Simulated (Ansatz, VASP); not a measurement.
Two plane-wave programs on Ta

The input INCAR:

```
SYSTEM = Ta
  PREC = Accurate
  ENCUT = 520
  EDIFF = 1E-6
  ISMEAR = -1
  SIGMA = 0.03
  LREAL = .False.
  LASPH = .True.
  NELM = 100
  ALGO = Normal
  ISIF = 2
  LWAVE = .False.
  LCHARG = .False.
  GGA = PE
  NBANDS = 12
```

KPOINTS

```
regular mesh
0
Gamma
  13 13 13
  0 0 0
```

File POSCAR:

```
Ta
1.0
   -1.6607181506      1.6607181506      1.6607181506
    1.6607181506     -1.6607181506      1.6607181506
    1.6607181506      1.6607181506     -1.6607181506
Ta
1
Direct
    0.0000000000      0.0000000000      0.0000000000
```

Input for Ansatz:

```yaml
crystal:
  lattice:
    - [-1.6607181506, 1.6607181506, 1.6607181506]
    - [1.6607181506, -1.6607181506, 1.6607181506]
    - [1.6607181506, 1.6607181506, -1.6607181506]
  atoms:
    - { symbol: Ta, position: [0.0, 0.0, 0.0] }
hamiltonian:
  xc: pbe
  pseudopotentials:
    kind: paw
    azcp:
      Ta: "pseudopotentials/Ta.paw.azcp"
basis:
  ecutwfc: 420
  fft_grid_basis: typed
kpoints:
  mp_grid: { grid: [13, 13, 13], shift: [0, 0, 0] }
magnetization:
  spin_polarized: false
scf:
  occupations: { method: fermi_dirac, width: 0.03 }
  lower_state_search: "off"
output:
  stress: true
```

Alike in both runs: task single point; functional PBE; k mesh 13 × 13 × 13; occupations fermi-dirac, width 0.03 eV; no spin polarisation.

|  | VASP | Ansatz |
| --- | --- | --- |
| version | VASP 6.6.1 | Ansatz 0.2.0 |
| potentials or method | VASP PAW PBE potentials, release 64 (Ta_pv), cutoff 520 eV | plane waves (420 eV) with PAW, scalar-relativistic |
| valence electrons in the cell | 11 | 13 |

Ansatz gave:

```
pressure (GPa) : 0.2
```

Task: Estimate VASP's values.

Result: Pressure (GPa): 0.3.

VASP's potentials hold 11 valence electrons a cell and Ansatz's 13, so a difference there can come from the potentials and not from the codes.

Neither program's run includes spin-orbit coupling.
